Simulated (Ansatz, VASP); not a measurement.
**Sn in VASP and in Ansatz**

```
Sn
1.0
    -1.89465    1.89465    1.89465
     1.89465   -1.89465    1.89465
     1.89465    1.89465   -1.89465
Sn
1
Direct
  0.00000 0.00000 0.00000
```

Alike in both runs: functional BLYP; k mesh 10 × 10 × 10; occupations fermi-dirac, width 0.05 eV; no spin polarisation.

|  | VASP | Ansatz |
| --- | --- | --- |
| version | VASP 6.6.1 | Ansatz 0.2.0 |
| potentials or method | VASP PAW PBE potentials, release 64 (Sn_d) | Ansatz PAW |
| plane-wave cutoff (eV) | 500 | 420 |
| valence electrons in the cell | 14 | 14 |
| task | single point | band structure |

```csv
,VASP,Ansatz,Ansatz less VASP
gap on the k mesh at the Fermi level (eV),none,none,-
pressure (GPa),5.4,5.4,+0.03
```

VASP's potentials were made for PBE, not for BLYP. A gap of «none» marks a metal or a gap that the smearing closes. With one functional, cell and mesh, what is left measures potentials, basis and numerics.
